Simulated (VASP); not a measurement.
GeBiO4:

```
CELL_PARAMETERS angstrom
2.53073 -4.24901 0.00000
2.53073 4.24901 0.00000
0.00000 0.00000 4.03708
ATOMIC_POSITIONS crystal
Ge 0.00000 0.00000 0.50000
Bi 0.50000 0.50000 0.00000
O 0.16832 0.83168 0.00000
O 0.83168 0.16832 0.00000
O 0.00000 0.50000 0.50000
O 0.50000 0.00000 0.50000
```

The cell was generated, and may not be a known phase.

| Item | Value |
| --- | --- |
| Program | VASP 6.6.1 |
| Task | relaxation of cell and atoms |
| Functional | PBE |
| Potentials or basis | VASP PAW PBE potentials, release 64 (Ge_d, Bi_d, O_h) |
| Cutoff | 910 eV |
| k mesh | 4 × 4 × 4 |
| Occupations | gaussian, width 0.1 eV |
| Spin | no spin polarisation |

At the start: pressure -15.6 GPa; volume 14.47 Å³/atom.

**Question.** Where does the relaxation end?

**Answer.** Over 14 steps the energy falls by 918.4 meV/atom and the volume is 11.97 Å³/atom (-17.3 %); space group Cmmm (No. 65, to 0.1 Å) before and after.

The path:
```
step  energy change (eV)  largest force (eV/Å)  pressure (GPa)  volume (Å³)
   1              0.0000                1.0441          -15.62        86.82
   2             -2.8613                0.8774           -1.40        69.84
   3             -3.3865                0.8440           10.16        64.43
   4             -2.7231                1.5300           57.37        54.11
   5             -3.4716                1.1372           15.93        62.47
   6             -4.7689                0.4544           23.22        61.47
   7             -4.7616                0.2477           25.04        61.35
   8             -5.4355                0.2250           -0.56        71.03
   9             -5.4361                0.2364           -1.36        71.44
  10             -5.4718                0.0416           -0.63        71.69
  11             -5.4764                0.2228           -0.25        71.79
  12             -5.4954                0.0887           -0.09        71.72
  13             -5.5092                0.1409            0.39        71.55
  14             -5.5101                0.0069           -0.23        71.83
```

Final structure:
```
Ge Bi O
1.0
     2.68138   -2.95377    0.00000
     2.68138    2.95377    0.00000
     0.00000    0.00000    4.53489
Ge Bi O
1 1 4
Direct
  0.00000 0.00000 0.50000
  0.50000 0.50000 0.00000
  0.14396 0.85604 0.00000
  0.85604 0.14396 0.00000
  0.00000 0.50000 0.50000
  0.50000 0.00000 0.50000
```

Caveat: the k points lie up to 0.40 Å⁻¹ apart in the final cell, too coarse for converged energies and pressures of a metal; the volume moved by over 15 % at a fixed basis, so the end points are rough; an odd number of electrons without spin polarisation forces a metal; a magnetic or distorted state may lie lower.
